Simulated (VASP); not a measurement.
# PbF2 (Fm-3m) in VASP: settings compared

Aim: see how the results for PbF2 move with the level of theory and the settings. Levels: revPBE+D4, PBEsol+D3(BJ). Tasks: single point, relaxation of cell and atoms.

Program: VASP 6.6.1. These are calculated values, not measurements. Logs are shortened: lines on timing, memory, paths and dates and some standing lists are left out, and cuts for length are marked.

## Step 1: The cell of the first run

Symmetry: Fm-3m, No. 225, cubic system. The conventional cell has a = 6.019 Å, b = 6.019 Å, c = 6.019 Å, α = 90.00°, β = 90.00°, γ = 90.00°. Within 3.4 Å of Pb (site symmetry m-3m) lie 8 F at 2.61 Å. F (site symmetry -43m) has 4 Pb at 2.61 Å and 6 F at 3.01 Å within 3.4 Å.

## Step 2: Single point, revPBE+D4

The input, INCAR:

```
SYSTEM = PbF2
PREC = Accurate ; ENCUT = 600
EDIFF = 1E-6 ; ISMEAR = -1
SIGMA = 0.05 ; LREAL = .FALSE.
LASPH = .TRUE. ; NELM = 120
ALGO = Normal ; ISIF = 2
LWAVE = .FALSE. ; LCHARG = .FALSE.
GGA = RE ; IVDW = 13
NBANDS = 21 ; GGA_COMPAT = .FALSE.
```

The input, KPOINTS:

```
Automatic mesh
0
G
  8 8 8
  0 0 0
```

The input, POSCAR:

```
PbF2
1.0
    0.0000000000      3.0093777830      3.0093777830
    3.0093777830      0.0000000000      3.0093777830
    3.0093777830      3.0093777830      0.0000000000
Pb F
1 2
Direct
    0.0000000000      0.0000000000      0.0000000000
    0.7500000000      0.7500000000      0.7500000000
    0.2500000000      0.2500000000      0.2500000000
```

Potentials or basis: VASP PAW PBE potentials, release 64 (Pb_d, F).

On the command line:

```sh
cat potpaw_PBE.64/Pb_d/POTCAR potpaw_PBE.64/F/POTCAR > POTCAR
mpirun -np 1 vasp_std > vasp.out
```

OUTCAR:

```text
SYSTEM = PbF2
   PREC = Accurate
   ENCUT = 600
   EDIFF = 1E-6
   ISMEAR = -1
   LREAL = .FALSE.
   LASPH = .TRUE.
   NELM = 120
   ISIF = 2
   GGA = RE
   IVDW = 13

 ion  position               nearest neighbor table
   1  0.000  0.000  0.000-   2 2.61   2 2.61   2 2.61   2 2.61   3 2.61   3 2.61   3 2.61   3 2.61

   2  0.750  0.750  0.750-   1 2.61   1 2.61   1 2.61   1 2.61
   3  0.250  0.250  0.250-   1 2.61   1 2.61   1 2.61   1 2.61

  LATTYP: Found a face centered cubic cell.
 ALAT       =     6.0187555660

  Lattice vectors:

 A1 = (   0.0000000000,   3.0093777830,   3.0093777830)
 A2 = (   3.0093777830,   0.0000000000,   3.0093777830)
 A3 = (   3.0093777830,   3.0093777830,   0.0000000000)

Analysis of symmetry for initial positions (statically):
=====================================================================
 Subroutine PRICEL returns:
 Original cell was already a primitive cell.

 Routine SETGRP: Setting up the symmetry group for a
 face centered cubic supercell.

 Subroutine GETGRP returns: Found 48 space group operations
 (whereof 48 operations were pure point group operations)
 out of a pool of 48 trial point group operations.

The static configuration has the point symmetry O_h .

Analysis of symmetry for dynamics (positions and initial velocities):
=====================================================================
 Subroutine PRICEL returns:
 Original cell was already a primitive cell.

 Routine SETGRP: Setting up the symmetry group for a
 face centered cubic supercell.

 Subroutine GETGRP returns: Found 48 space group operations
 (whereof 48 operations were pure point group operations)
 out of a pool of 48 trial point group operations.

The dynamic configuration has the point symmetry O_h .

 Subroutine INISYM returns: Found 48 space group operations
 (whereof 48 operations are pure point group operations),
 and found     1 'primitive' translations

----------------------------------------------------------------------------------------

                                     Primitive cell

  volume of cell :      54.5080

  direct lattice vectors                    reciprocal lattice vectors
     0.000000000  3.009377783  3.009377783    -0.166147302  0.166147302  0.166147302
     3.009377783  0.000000000  3.009377783     0.166147302 -0.166147302  0.166147302
     3.009377783  3.009377783  0.000000000     0.166147302  0.166147302 -0.166147302

  length of vectors
     4.255902875  4.255902875  4.255902875     0.287775569  0.287775569  0.287775569

  position of ions in fractional coordinates (direct lattice)
     0.000000000  0.000000000  0.000000000
     0.750000000  0.750000000  0.750000000
     0.250000000  0.250000000  0.250000000

  ion indices of the primitive-cell ions
   primitive index   ion index
                 1           1
                 2           2
                 3           3

----------------------------------------------------------------------------------------

 KPOINTS: Automatic mesh

Automatic generation of k-mesh.
 Grid dimensions read from file:
 generate k-points for:    8    8    8

 Generating k-lattice:

  Cartesian coordinates                     Fractional coordinates (reciprocal lattice)
    -0.020768413  0.020768413  0.020768413     0.125000000  0.000000000  0.000000000
     0.020768413 -0.020768413  0.020768413     0.000000000  0.125000000  0.000000000
     0.020768413  0.020768413 -0.020768413     0.000000000  0.000000000  0.125000000

  Length of vectors
     0.035971946  0.035971946  0.035971946

  Shift w.r.t. Gamma in fractional coordinates (k-lattice)
     0.000000000  0.000000000  0.000000000

 Subroutine IBZKPT returns following result:
 ===========================================

 Found     29 irreducible k-points:

 Following reciprocal coordinates:
            Coordinates               Weight
  0.000000  0.000000  0.000000      1.000000
  0.125000  0.000000  0.000000      8.000000
  0.250000  0.000000  0.000000      8.000000
  0.375000  0.000000  0.000000      8.000000
  0.500000  0.000000  0.000000      4.000000
  0.125000  0.125000  0.000000      6.000000
[... 16 lines left out ...]
  0.500000  0.250000  0.125000     48.000000
 -0.375000  0.250000  0.125000     24.000000
 [... further k-points ...]
   k-points           NKPTS =     29   k-points in BZ     NKDIM =     29   number of bands    NBANDS=     21
   number of dos      NEDOS =    301   number of ions     NIONS =      3
   total plane-waves  NPLWV =  46656
   dimension x,y,z NGX =    36 NGY =   36 NGZ =   36
   dimension x,y,z NGXF=    72 NGYF=   72 NGZF=   72
   ions per type =               1   2
   NGX,Y,Z   is equivalent  to a cutoff of  14.06, 14.06, 14.06 a.u.
   NGXF,Y,Z  is equivalent  to a cutoff of  28.12, 28.12, 28.12 a.u.
 SYSTEM =  PbF2
   PREC   = accura    normal or accurate (medium, high low for compatibility)
   ISTART =      0    job   : 0-new  1-cont  2-samecut
   ICHARG =      2    charge: 1-file 2-atom 10-const
   ISPIN  =      1    spin polarized calculation?
   LNONCOLLINEAR =      F non collinear calculations
   LSORBIT =      F    spin-orbit coupling
   LASPH  =      T    aspherical Exc in radial PAW
   ENCUT  =  600.0 eV  44.10 Ry    6.64 a.u.   8.50  8.50  8.50*2*pi/ulx,y,z
   NELM   =    120;   NELMIN=  2; NELMDL= -5     # of ELM steps
   EDIFF  = 0.1E-05   stopping-criterion for ELM
   LREAL  =      F    real-space projection
   EDIFFG = 0.1E-04   stopping-criterion for IOM
   NSW    =      0    number of steps for IOM
   IBRION =     -1    ionic relax: 0-MD 1-quasi-New 2-CG
   NFREE  =      0    steps in history (QN), initial steepest desc. (CG)
   ISIF   =      2    stress and relaxation
   ISYM   =      2    0-nonsym 1-usesym 2-fastsym
   POTIM  = 0.5000    time-step for ionic-motion
   TEBEG  =    0.0;   TEEND  =   0.0 temperature during run
   PSTRESS=    0.0 pullay stress
   NELECT =      28.0000    total number of electrons
   NUPDOWN=      -1.0000    fix difference up-down
   EMIN   =  10.00;   EMAX   =-10.00  energy-range for DOS
   EFERMI =   0.00;   METHOD = LEGACY
   ISMEAR =    -1;   SIGMA  =   0.05  broadening in eV -4-tet -1-fermi 0-gaus
   EFERMI_NEDOS =   21; number of points for ismear=-14 and -15
   IALGO  =     38    algorithm
   IMIX   =      4    mixing-type and parameters
     AMIX     =   0.40;   BMIX     =  1.00
     AMIX_MAG =   1.60;   BMIX_MAG =  1.00
  volume/ion in A,a.u.               =      18.17       122.61
  Fermi-wavevector in a.u.,A,eV,Ry     =   1.311115  2.477648 23.388723  1.719023
  Thomas-Fermi vector in A             =   2.441599
   LORBIT       =      0    0 simple, 1 ext, 2 COOP (PROOUT), +10 PAW based schemes
   GGA     = RE    functional components
   LHFCALC =     F    Hartree Fock is set to
   AEXX    =    0.0000 exact exchange contribution
   IVDW    =    13    specifies the selected vdW correction
   LEPSILON=     F    determine dielectric tensor
   LRPA    =     F    only Hartree local field effects (RPA)
 non-spin polarized calculation
  energy-cutoff  :      600.00
  volume of cell :       54.51
 maximum number of plane-waves:      1840
 NGX is ok and might be reduce to    36
   NGX = 17   NGY = 17   NGZ = 17

 number of electron      27.9999995 magnetization

 Free energy of the ion-electron system (eV)
  ---------------------------------------------------
  ext. energy  EPLUGINS =         0.00000000
  ---------------------------------------------------
  free energy    TOTEN  =       -13.56507212 eV

  energy without entropy =      -13.56507212  energy(sigma->0) =      -13.56507212

 E-fermi :   2.7282     XC(G=0):  -8.8841

 val. band max:        1.4873503615   @ k =  -0.2500   0.5000   0.2500
 cond. band min:       6.0097509838   @ k =   0.5000   0.5000   0.0000
 fundamental gap:      4.5224006223
 Fermi energy:         2.7282480524

 k-point     1 :       0.0000    0.0000    0.0000
  band No.  band energies     occupation
      1     -19.3262      2.00000
      2     -18.7951      2.00000
      3     -12.9831      2.00000
      4     -12.9831      2.00000
      5     -12.9831      2.00000
      6     -12.9507      2.00000
[... 13 lines left out ...]
     20      16.6994      0.00000
     21      18.8390      0.00000

 k-point     2 :       0.1250    0.0000    0.0000
  band No.  band energies     occupation
      1     -19.3006      2.00000
      2     -18.8183      2.00000
      3     -12.9784      2.00000
      4     -12.9784      2.00000
      5     -12.9574      2.00000
      6     -12.9504      2.00000
[... 13 lines left out ...]
     20      16.2969      0.00000
     21      18.3821      0.00000

 k-point     3 :       0.2500    0.0000    0.0000
  band No.  band energies     occupation
      1     -19.2332      2.00000
      2     -18.8787      2.00000
      3     -12.9732      2.00000
      4     -12.9732      2.00000
      5     -12.9433      2.00000
      6     -12.9433      2.00000
[... 13 lines left out ...]
     20      15.7547      0.00000
     21      17.1779      0.00000

 k-point     4 :       0.3750    0.0000    0.0000
  band No.  band energies     occupation
      1     -19.1462      2.00000
      2     -18.9569      2.00000
      3     -12.9749      2.00000
      4     -12.9749      2.00000
      5     -12.9292      2.00000
      6     -12.9292      2.00000
[... 13 lines left out ...]
     20      15.4497      0.00000
     21      16.1098      0.00000

 k-point     5 :       0.5000    0.0000    0.0000
  band No.  band energies     occupation
      1     -19.0798      2.00000
      2     -19.0190      2.00000
      3     -12.9764      2.00000
      4     -12.9764      2.00000
      5     -12.9225      2.00000
      6     -12.9225      2.00000
[... 13 lines left out ...]
     20      15.3634      0.00000
     21      15.6487      0.00000
[... 382 lines left out ...]
     20      18.3290      0.00000
     21      18.8467      0.00000

 k-point    22 :       0.3750    0.2500    0.1250
  band No.  band energies     occupation
      1     -19.1858      2.00000
      2     -18.9187      2.00000
      3     -12.9640      2.00000
      4     -12.9520      2.00000
      5     -12.9520      2.00000
      6     -12.9249      2.00000
[... 13 lines left out ...]
     20      16.7526      0.00000
     21      17.5282      0.00000

 k-point    23 :       0.5000    0.2500    0.1250
  band No.  band energies     occupation
      1     -19.1167      2.00000
      2     -18.9790      2.00000
      3     -12.9651      2.00000
      4     -12.9552      2.00000
      5     -12.9333      2.00000
      6     -12.9041      2.00000
[... 13 lines left out ...]
     20      17.2609      0.00000
     21      17.8380      0.00000

 k-point    24 :      -0.3750    0.2500    0.1250
  band No.  band energies     occupation
      1     -19.0610      2.00000
      2     -19.0306      2.00000
      3     -12.9653      2.00000
      4     -12.9571      2.00000
      5     -12.9240      2.00000
      6     -12.8960      2.00000
[... 13 lines left out ...]
     20      17.4292      0.00000
     21      18.0232      0.00000

 [... further k-points ...]

------------------------ aborting loop because EDIFF is reached ----------------------------------------

  DFT-D4 for vdW energy calculation

  Edisp (eV):   -0.96979

  FORCE on cell =-STRESS in cart. coord.  units (eV):
  Direction    XX          YY          ZZ          XY          YZ          ZX
  --------------------------------------------------------------------------------------
  -------------------------------------------------------------------------------------
  Total      -0.08942    -0.08942    -0.08942     0.00000     0.00000     0.00000
  in kB      -2.62835    -2.62835    -2.62835     0.00000     0.00000     0.00000
  external pressure =       -2.63 kB  Pullay stress =        0.00 kB

 VOLUME and BASIS-vectors are now :
 -----------------------------------------------------------------------------
  energy-cutoff  :      600.00
  volume of cell :       54.51
      direct lattice vectors                 reciprocal lattice vectors
     0.000000000  3.009377783  3.009377783    -0.166147302  0.166147302  0.166147302
     3.009377783  0.000000000  3.009377783     0.166147302 -0.166147302  0.166147302
     3.009377783  3.009377783  0.000000000     0.166147302  0.166147302 -0.166147302

 POSITION                                       TOTAL-FORCE (eV/Angst)
 -----------------------------------------------------------------------------------
      0.00000      0.00000      0.00000        -0.000000      0.000000     -0.000000
      4.51407      4.51407      4.51407         0.000000     -0.000000      0.000000
      1.50469      1.50469      1.50469         0.000000      0.000000     -0.000000
 -----------------------------------------------------------------------------------
    total drift:                                0.000000      0.000000      0.000000

  FREE ENERGIE OF THE ION-ELECTRON SYSTEM (eV)
  ---------------------------------------------------
  free  energy   TOTEN  =       -14.5348609669 eV

  energy  without entropy=      -14.5348609669  energy(sigma->0) =      -14.53486097
```

Run time: 30 s. Hardware: 1 thread of AMD EPYC 9R45 (Zen 5), shared host; peak memory 0.18 GiB.

Results:

| Property | Result |
| --- | --- |
| Free energy | -14.5349 eV |
| Pressure | -0.3 GPa |
| Band gap on the k mesh | 4.52 eV (least direct gap 4.66 eV) |
| Dispersion energy per atom | -0.323 eV |

Caveat: the PAW data sets were made with another functional, which shifts forces and pressure a little; spin-orbit coupling is left out, which moves the levels of the heavy elements. A k mesh can miss the band edges.

## Step 3: Relaxation of cell and atoms, PBEsol+D3(BJ)

This run uses another cell than the first one, of 17.35 Å³/atom.

The input, INCAR:

```
PREC = Accurate
ENCUT = 600
EDIFF = 1E-7
ISMEAR = -1
SIGMA = 0.05
LREAL = F
LASPH = T
NELM = 120
ALGO = Normal
ISIF = 3
LWAVE = F
LCHARG = F
GGA = PS
IVDW = 12
IBRION = 2
NSW = 60
EDIFFG = -0.01
GGA_COMPAT = F
NELMIN = 4
```

The input, KPOINTS:

```
Automatic mesh
0
Gamma
  8 8 8
```

The input, POSCAR:

```
PbF2
1.0
    0.0000000000      2.9636600000      2.9636600000
    2.9636600000      0.0000000000      2.9636600000
    2.9636600000      2.9636600000      0.0000000000
Pb F
1 2
Direct
    0.0000000000      0.0000000000      0.0000000000
    0.7500000000      0.7500000000      0.7500000000
    0.2500000000      0.2500000000      0.2500000000
```

Potentials or basis: VASP PAW PBE potentials, release 64 (Pb_d, F).

On the command line:

```sh
cat potpaw_PBE.64/Pb_d/POTCAR potpaw_PBE.64/F/POTCAR > POTCAR
mpirun -np 1 vasp_std > vasp.out
```

Wall time 60 s (1 thread of AMD EPYC 9R45 (Zen 5), shared host); peak memory 0.19 GiB.

It converged, with:

* Free energy: -15.3755 eV
* Relaxed volume: 16.74 Å³/atom
* Relaxed cell: a = 4.142 Å, b = 4.142 Å, c = 4.142 Å, α = 60.00°, β = 60.00°, γ = 60.00°
* Space group after relaxing (to 0.1 Å): Fm-3m (No. 225)
* Energy gained by relaxing: 5.2 meV/atom
* Ionic steps: 3
* Pressure after relaxing: 0.0 GPa
* Band gap on the k mesh: 4.29 eV (least direct gap 4.45 eV)
* Dispersion energy per atom: -0.146 eV

The path:
```tsv
step	energy change (eV)	largest force (eV/Å)	pressure (GPa)	volume (Å³)
1	0.0000	0.0000	-2.65	52.06
2	-0.0152	0.0000	0.50	49.93
3	-0.0156	0.0000	0.00	50.23
```

Final structure:
```yaml
crystal:
  lattice:
    - [0.00000, 2.92852, 2.92852]
    - [2.92852, 0.00000, 2.92852]
    - [2.92852, 2.92852, 0.00000]
  atoms:
    - { symbol: Pb, position: [0.00000, 0.00000, 0.00000] }
    - { symbol: F, position: [0.75000, 0.75000, 0.75000] }
    - { symbol: F, position: [0.25000, 0.25000, 0.25000] }
```

Levels at points of the mesh, in eV from the valence-band top:
```tsv
k point	band 10	band 11	band 12	band 13	band 14	band 15	band 16	band 17	band 18
(0.00, 0.00, 0.00)	-2.72	-2.72	-2.21	-2.21	-2.21	6.70	6.70	6.70	10.59
(0.50, 0.00, 0.00)	-2.96	-2.96	-2.37	-2.37	-0.05	4.92	7.69	7.69	13.12
(0.50, 0.50, 0.00)	-3.90	-1.76	-1.75	-1.75	-0.16	4.29	7.95	7.95	8.73
```

Caveat: the PAW data sets were made with another functional, which shifts forces and pressure a little; spin-orbit coupling is left out, which moves the levels of the heavy elements. A k mesh can miss the band edges.
